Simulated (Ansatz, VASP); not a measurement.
# HfO2 in VASP and in Ansatz

Contents of INCAR:

```
SYSTEM = HfO2
ALGO = Normal ; EDIFF = 1E-6
ENCUT = 600 ; GGA = PE
GGA_COMPAT = .FALSE. ; ISIF = 2
ISMEAR = 0 ; LASPH = .TRUE.
LCHARG = .FALSE. ; LREAL = .FALSE.
LWAVE = .FALSE. ; NBANDS = 31
NELM = 120 ; PREC = Accurate
SIGMA = 0.02
```

KPOINTS

```
k-points
0
G
  6 6 6
  0 0 0
```

The input POSCAR:

```
HfO2
1.0
    3.8676348174      0.0000000000      0.0000000000
    0.0000000000      3.8676348174      0.0000000000
    0.0000000000      0.0000000000      5.1599213009
Hf O
2 4
Direct
    0.0000000000      0.0000000000      0.0000000000
    0.5000000000      0.5000000000      0.5000000000
    0.0000000000      0.5000000000      0.3211713050
    0.5000000000      0.0000000000      0.1788286950
    0.5000000000      1.0000000000      0.6788286950
    0.0000000000      0.5000000000      0.8211713050
```

Input for Ansatz:

```yaml
crystal:
  lattice:
    - [3.8676348174, 0.0, 0.0]
    - [0.0, 3.8676348174, 0.0]
    - [0.0, 0.0, 5.1599213009]
  atoms:
    - { symbol: Hf, position: [0.0, 0.0, 0.0] }
    - { symbol: O, position: [0.0, 0.5, 0.321171305] }
    - { symbol: O, position: [0.5, 0.0, 0.178828695] }
    - { symbol: Hf, position: [0.5, 0.5, 0.5] }
    - { symbol: O, position: [0.5, 1.0, 0.678828695] }
    - { symbol: O, position: [0.0, 0.5, 0.821171305] }
basis:
  ecutwfc: 420
kpoints:
  mp_grid: { grid: [6, 6, 6] }
  band_path:
    path:
      - [[0.0, 0.0, 0.0], [0.0, 0.5, 0.0], [0.5, 0.5, 0.0], [0.0, 0.0, 0.0], [0.0, 0.0, 0.5], [0.0, 0.5, 0.5], [0.5, 0.5, 0.5], [0.0, 0.0, 0.5]]
      - [[0.0, 0.5, 0.0], [0.0, 0.5, 0.5]]
      - [[0.5, 0.5, 0.0], [0.5, 0.5, 0.5]]
    npoints: 10
hamiltonian:
  xc: pbe
  pseudopotentials: { kind: paw, azcp: { folder: soft_1 } }
scf:
  occupations: { method: gaussian, width: 0.02 }
  n_extra_bands: 9
output:
  forces: true
  stress: true
  eigenvalues: true
```

Alike in both runs: task single point; functional PBE; k mesh 6 × 6 × 6; occupations gaussian, width 0.02 eV; no spin polarisation.

```csv
,VASP,Ansatz
version,VASP 6.6.1,Ansatz 0.2.0
potentials or method,"VASP PAW PBE potentials, release 64 (Hf_pv, O), cutoff 600 eV","scalar-relativistic, plane waves, PAW"
valence electrons in the cell,44,76
```

```csv
,VASP,Ansatz,Ansatz less VASP
gap on the k mesh at the Fermi level (eV),3.27,3.32,+0.053
least direct gap on the mesh (eV),3.32,3.37,+0.052
pressure (GPa),-23.6,-21.0,+2.57
rms of the force components (eV/Å),0.025,0.000,-0.0251
```

VASP's potentials hold 44 valence electrons a cell and Ansatz's 76, so a difference there can come from the potentials and not from the codes.

Spin-orbit coupling is off throughout.
